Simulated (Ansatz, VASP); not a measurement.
Given: the input of a run of VASP 6.6.1 on Pb.

The input INCAR:

```
PREC = Accurate
ENCUT = 520
EDIFF = 1E-7
ISMEAR = -1
SIGMA = 0.05
LREAL = False
LASPH = True
NELM = 100
ALGO = Normal
ISIF = 2
LWAVE = False
LCHARG = False
NBANDS = 21
```

The input KPOINTS:

```
Automatic mesh
0
Gamma
  9 9 5
```

File POSCAR:

```
Pb
1.0
    3.5257947253      0.0000000000      0.0000000000
   -1.7628973626      3.0534278007      0.0000000000
    0.0000000000      0.0000000000      5.6635610674
Pb
2
Direct
    0.6666666667      0.3333333333      0.7500000000
    0.3333333333      0.6666666667      0.2500000000
```

Potentials or basis: VASP PAW LDA potentials, release 64 (Pb_d).

Launch:

```console
$ cat potpaw_LDA.64/Pb_d/POTCAR > POTCAR
$ mpirun -np 1 vasp_std > vasp.out
```

Question: Set up the same calculation for Ansatz 0.2.0. Potentials there: all-electron LAPW, scalar-relativistic.

Answer: As run (the cutoff follows the program's own potentials):

File input.yaml:

```yaml
crystal:
  lattice:
    - [3.5257947253, 0.0, 0.0]
    - [-1.7628973626, 3.0534278007, 0.0]
    - [0.0, 0.0, 5.6635610674]
  atoms:
    - { symbol: Pb, position: [0.6666666667, 0.3333333333, 0.75] }
    - { symbol: Pb, position: [0.3333333333, 0.6666666667, 0.25] }
kpoints:
  mp_grid: { grid: [9, 9, 5] }
scf:
  occupations: { method: fermi_dirac, width: 0.05 }
hamiltonian:
  xc: lda
  pseudopotentials: { kind: all_electron, lapw: { basis_error: 0.001 } }
output:
  forces: true
  stress: true
  eigenvalues: true
```

Potentials or basis: all-electron LAPW, scalar-relativistic.

The run is started by

```sh
$ ansatz run input.yaml --threads 1 --pin off --max-ram 3072MiB --backend cpu --events-out ev --progress --plain --runs-dir out
```

Both were run:

|  | VASP | Ansatz | Ansatz less VASP |
| --- | --- | --- | --- |
| gap on the k mesh at the Fermi level (eV) | none | none | - |
| pressure (GPa) | -2.2 | -2.2 | 0.00 |
| traceless stress, the component that is largest in VASP (GPa) | 1.86 | 1.77 | -0.086 |

LDA's correlation is that of Perdew and Zunger in VASP and of Perdew and Wang (1992) in Ansatz. A gap of «none» marks a metal or a gap that the smearing closes. Ansatz ran all-electron here, and VASP with PAW potentials.

Spin-orbit coupling is off throughout.
